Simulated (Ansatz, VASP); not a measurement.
# One calculation of Sc, two programs

```
CELL_PARAMETERS angstrom
-1.91721 1.91721 1.71760
1.91721 -1.91721 1.71760
1.91721 1.91721 -1.71760
ATOMIC_POSITIONS crystal
Sc 0.00000 0.00000 0.00000
```

Alike in both runs: functional PBE0; k mesh 6 × 6 × 6; occupations fermi-dirac, width 0.05 eV; no spin polarisation.

|  | VASP | Ansatz |
| --- | --- | --- |
| version | VASP 6.6.1 | Ansatz 0.2.0 |
| potentials or method | VASP PAW PBE potentials, release 64 (Sc_sv) | Ansatz PAW |
| plane-wave cutoff (eV) | 520 | 420 |
| valence electrons in the cell | 11 | 11 |
| task | single point | projected density of states |

```csv
,VASP,Ansatz,Ansatz less VASP
gap on the k mesh at the Fermi level (eV),none,none,-
pressure (GPa),0.2,0.2,-0.08
"traceless stress, the component that is largest in VASP (GPa)",2.58,2.59,+0.017
```

A gap of «none» marks a metal or a gap that the smearing closes.

The k mesh is coarse, so the values compare programs but aren't converged.
